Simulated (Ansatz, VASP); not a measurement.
## Si in VASP and in Ansatz

The input INCAR:

```
PREC = Accurate ; ENCUT = 520
EDIFF = 1E-8 ; ISMEAR = -1
SIGMA = 0.03 ; LREAL = F
LASPH = T ; NELM = 80
ALGO = Normal ; ISIF = 2
LWAVE = F ; LCHARG = F
GGA = PE ; LEFG = T
NBANDS = 8
```

File KPOINTS:

```
regular mesh
0
Gamma
  14 14 14
```

File POSCAR:

```
Si
1.0
    2.5491709009      0.0000000000      0.0000000000
    0.0000000000      2.5491709009      0.0000000000
    0.0000000000      0.0000000000      2.5491709009
Si
1
Direct
    0.0000000000      0.0000000000      0.0000000000
```

Input for Ansatz:

```yaml
crystal:
  lattice:
    - [2.5491709009, 0.0, 0.0]
    - [0.0, 2.5491709009, 0.0]
    - [0.0, 0.0, 2.5491709009]
  atoms:
    - { symbol: Si, position: [0.0, 0.0, 0.0] }
kpoints:
  mp_grid: { grid: [14, 14, 14] }
scf:
  occupations: { method: fermi_dirac, width: 0.03 }
hamiltonian:
  xc: pbe
  pseudopotentials: { kind: paw }
output:
  forces: true
  stress: true
  eigenvalues: true
  efg: { contact_densities: true }
  write_density: true
  write_potential: true
  elf: true
  volumetric_format: npy
```

Change from the starting cell: volume scaled by 1.02, PAW files.

Alike in both runs: task electric field gradients; functional PBE; k mesh 14 × 14 × 14; occupations fermi-dirac, width 0.03 eV; no spin polarisation.

|  | VASP | Ansatz |
| --- | --- | --- |
| version | VASP 6.6.1 | Ansatz 0.2.0 |
| potentials or method | VASP PAW PBE potentials, release 64 (Si) | PAW with Ansatz's default frozen-core files, scalar-relativistic |
| plane-wave cutoff (eV) | 520 | 420 |
| valence electrons in the cell | 4 | 4 |

Ansatz gave:

```
pressure (GPa) : -1.9
```

**Question.** What did VASP give for the same quantities?

**Answer.** Pressure (GPa): -2.0.
